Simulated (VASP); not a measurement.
Runs of VASP 6.6.1 on HfB2. The structure is that of space group P6/mmm (No. 191), or close to it. The cells are those of the table. 

```tsv
task	cell	k mesh	gap on the mesh (eV)	pressure (GPa)
relaxation of cell and atoms	relaxed from a = 3.150, b = 3.150, c = 3.465 Å, angles 90.0, 90.0, 120.0°, 3 atoms	9 × 9 × 7	none	0.1
single point	a = 3.116, b = 3.116, c = 3.427 Å, angles 90.0, 90.0, 120.0°, 3 atoms	9 × 9 × 8	none	-2.0
single point	a = 3.096, b = 3.096, c = 3.404 Å, angles 90.0, 90.0, 120.0°, 3 atoms	10 × 10 × 8	none	(a)
single point	a = 3.106, b = 3.106, c = 3.415 Å, angles 90.0, 90.0, 120.0°, 3 atoms	9 × 9 × 7	none	0.7
single point	a = 3.106, b = 3.106, c = 3.415 Å, angles 90.0, 90.0, 120.0°, 3 atoms	9 × 9 × 8	none	0.7
```

Alike in all rows: level LDA; potentials or basis VASP PAW LDA potentials, release 64 (Hf_pv, B); no spin polarisation; cutoff (eV) 500; smearing methfessel-paxton 0.05 eV.

Fill in the values left out.

(a) 3.6.

Caveats: spin-orbit coupling is left out, which moves the levels of the heavy elements.

A k mesh can miss the band edges, and the runs leave out spin-orbit coupling on Hf.

A gap of «none» marks levels without a gap at the run's occupations.
